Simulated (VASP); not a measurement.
A run of VASP 6.6.1 is set up as follows.

INCAR

```
ALGO = Normal ; EDIFF = 1E-6
EDIFFG = -0.005 ; ENCUT = 600
GGA = PE ; IBRION = 2
ISIF = 3 ; ISMEAR = 0
LASPH = True ; LCHARG = False
LREAL = False ; LWAVE = False
NELM = 100 ; NSW = 100
PREC = Accurate ; SIGMA = 0.1
```

Contents of KPOINTS:

```
k-points
0
Gamma
  16 16 16
```

The input POSCAR:

```
Na
1.0
   -1.8882910800      1.8882910800      2.6372766800
    1.8882910800     -1.8882910800      2.6372766800
    1.8882910800      1.8882910800     -2.6372766800
Na
1
Direct
    0.0000000000      0.0000000000      0.0000000000
```

Potentials or basis: VASP PAW PBE potentials, release 64 (Na_pv).

Run with:

```sh
$ cat potpaw_PBE.64/Na_pv/POTCAR > POTCAR
$ mpirun -np 1 vasp_std > vasp.out
```

Task: Predict the relaxed volume.

Result: 37.02 Å³/atom.

Task: Predict the space group after relaxing (to 0.05 Å).

Result: I4/mmm (No. 139).

Task: What does it give for the relaxed cell?

Result: a = 3.734 Å, b = 3.734 Å, c = 3.734 Å, α = 119.63°, β = 119.63°, γ = 90.64°.

Final structure:
```
CELL_PARAMETERS angstrom
-1.87749 1.87749 2.62587
1.87749 -1.87749 2.62587
1.87749 1.87749 -2.62587
ATOMIC_POSITIONS crystal
Na 0.00000 0.00000 0.00000
```
